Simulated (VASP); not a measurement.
Write the native input for VASP 6.6.1 that does the following.

```yaml
Task: single point
Functional: PBE
Potentials_or_basis: VASP PAW PBE potentials, release 64 (Eu, O)
Cutoff: 600 eV
k_mesh: 12 × 12 × 12
Occupations: gaussian, width 0.05 eV
Spin: collinear spin, ferromagnetic start
Starting_moments: "[7.26, 0.0] μB"
Dipole_correction: no
Further_INCAR_settings: ALGO = Normal; EDIFF = 1e-06; NBANDS = 22
```

The structure of EuO lies in POSCAR:

```
EuO
1.0
    0.0000000000      2.5302957811      2.5302957811
    2.5302957811      0.0000000000      2.5302957811
    2.5302957811      2.5302957811      0.0000000000
Eu O
1 1
Direct
    0.0000000000      0.0000000000      0.0000000000
    0.5000000000      0.5000000000      0.5000000000
```

The input as run:

INCAR

```
ALGO = Normal
EDIFF = 1E-6
ENCUT = 600
GGA = PE
GGA_COMPAT = False
ISIF = 2
ISMEAR = 0
ISPIN = 2
LASPH = True
LCHARG = False
LMAXMIX = 6
LORBIT = 11
LREAL = False
LWAVE = False
MAGMOM = 7.26 0
NBANDS = 22
NELM = 200
PREC = Accurate
SIGMA = 0.05
```

KPOINTS

```
k-points
0
Gamma
  12 12 12
```

Potentials or basis: VASP PAW PBE potentials, release 64 (Eu, O).

Run with:

```bash
$ cat potpaw_PBE.64/Eu/POTCAR potpaw_PBE.64/O/POTCAR > POTCAR
$ mpirun -np 1 vasp_std > vasp.out
```

Results of the run:

```
Pressure                                              : -0.2 GPa
Net moment                                            : 6.95 μB per cell
Site moments                                          : Eu +6.58; O -0.10 μB
Valence electrons inside the program's atomic spheres : Eu 14.83; O 4.96
```

Caveat: a cell with one magnetic atom can't hold antiferromagnetic order, which such compounds often take.

Run time: 5.9 min on 1 thread of Intel Xeon 8259CL (shared host), peak memory 0.28 GiB.
